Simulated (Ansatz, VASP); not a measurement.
**One calculation of MgCd3Te4, two programs**

```xyz
8
Lattice="6.5911 0.0000 0.0000 0.0000 6.5911 0.0000 0.0000 0.0000 6.5911" Properties=species:S:1:pos:R:3 pbc="T T T"
Mg    0.0000    0.0000    0.0000
Cd    0.0000    3.2956    3.2956
Cd    3.2956    0.0000    3.2956
Cd    3.2956    3.2956    0.0000
Te    4.9612    4.9612    1.6299
Te    4.9612    1.6299    4.9612
Te    1.6299    4.9612    4.9612
Te    1.6299    1.6299    1.6299
```

Alike in both runs: task single point; functional PBE; k mesh 4 × 4 × 4; occupations gaussian, width 0.1 eV; no spin polarisation.

```csv
,VASP,Ansatz
version,VASP 6.6.1,Ansatz 0.2.0
potentials or method,"VASP PAW PBE potentials, release 64 (Mg, Cd, Te), cutoff 520 eV","scalar-relativistic, plane waves, PAW"
valence electrons in the cell,62,134
```

Ansatz gave:

* gap on the k mesh at the Fermi level (eV): 1.00
* least direct gap on the mesh (eV): 1.00
* pressure (GPa): 0.0
* rms of the force components (eV/Å): 0.002

Estimate VASP's values.

gap on the k mesh at the Fermi level (eV): 1.00; least direct gap on the mesh (eV): 1.00; pressure (GPa): 0.1; rms of the force components (eV/Å): 0.009.

Atom by atom the forces differ by 0.006 eV/Å (rms over components). VASP's potentials hold 62 valence electrons a cell and Ansatz's 134, so a difference there can come from the potentials and not from the codes.

Spin-orbit coupling is off throughout.
